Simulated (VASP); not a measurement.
Runs of VASP 6.6.1 on KTaO3. The structure is that of space group Pm-3m (No. 221), or close to it. The cells are those of the table. 

| cell | gap on the mesh (eV) | pressure (GPa) |
| --- | --- | --- |
| a = 4.165 Å, 5 atoms | 1.80 | -19.6 |
| a = 3.926 Å, 5 atoms | (c) | 11.1 |
| a = 4.105 Å, 5 atoms | 1.90 | -14.3 |
| a = 4.045 Å, 5 atoms | 2.00 | (b) |
| a = 4.105, b = 4.105, c = 3.947 Å, 5 atoms | 1.91 | (a) |
| a = 3.866 Å, 5 atoms | (d) | 23.9 |

Alike in all rows: task single point; level PBEsol; potentials or basis VASP PAW PBE potentials, release 64 (K_sv, Ta_pv, O); no spin polarisation; k mesh 8 × 8 × 8; cutoff (eV) 520; smearing gaussian 0.02 eV.

Task: Fill in the values left out.

Result: (a) -7.9; (b) -7.7; (c) 2.18; (d) 2.26.

Caveats: the PAW data sets were made with another functional, which shifts forces and pressure a little; spin-orbit coupling is left out, which moves the levels of the heavy elements; the cell stands under tension (at least some runs); the cell stands under pressure (at least some runs).

A k mesh can miss the band edges, and the runs leave out spin-orbit coupling on Ta.
